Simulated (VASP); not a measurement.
Input of a VASP 6.6.1 run:

INCAR

```
PREC     = Accurate       # precision mode
ENCUT    = 520            # plane-wave cutoff, eV
EDIFF    = 1E-6           # SCF threshold, eV
ISMEAR   = -1             # smearing method
SIGMA    = 0.05           # smearing width, eV
LREAL    = F              # projectors in reciprocal space
LASPH    = T              # aspherical terms in the spheres
NELM     = 60             # most SCF steps
ALGO     = Normal         # electronic algorithm
ISIF     = 2              # what is computed and relaxed
LWAVE    = F              # write WAVECAR
LCHARG   = F              # write CHGCAR
GGA      = PE             # functional
IBRION   = 2              # ionic algorithm
NSW      = 80             # ionic steps
EDIFFG   = -0.02          # ionic threshold
KPAR     = 4
```

File KPOINTS:

```
regular mesh
0
Gamma
  14 14 9
```

Contents of POSCAR:

```
PtSe2
1.0
    3.7278000000      0.0000000000      0.0000000000
   -1.8639000000      3.2283695002      0.0000000000
    0.0000000000      0.0000000000      5.0313000000
Pt Se
1 2
Direct
    0.0000000000      0.0000000000      0.0000000000
    0.3333333333      0.6666666667      0.2550000000
    0.6666666667      0.3333333333      0.7450000000
```

Potentials or basis: VASP PAW PBE potentials, release 64 (Pt, Se).

Run with:

```console
$ cat potpaw_PBE.64/Pt/POTCAR potpaw_PBE.64/Se/POTCAR > POTCAR
$ mpirun -np 4 vasp_std > vasp.out
```

(1) Estimate the band gap on the k mesh.

(2) Estimate the energy gained by relaxing.

Answers

(1) zero (bands 11 and 12 overlap by 0.62 eV).

(2) 2.9 meV/atom.

Caveat: spin-orbit coupling is left out, which moves the levels of the heavy elements.
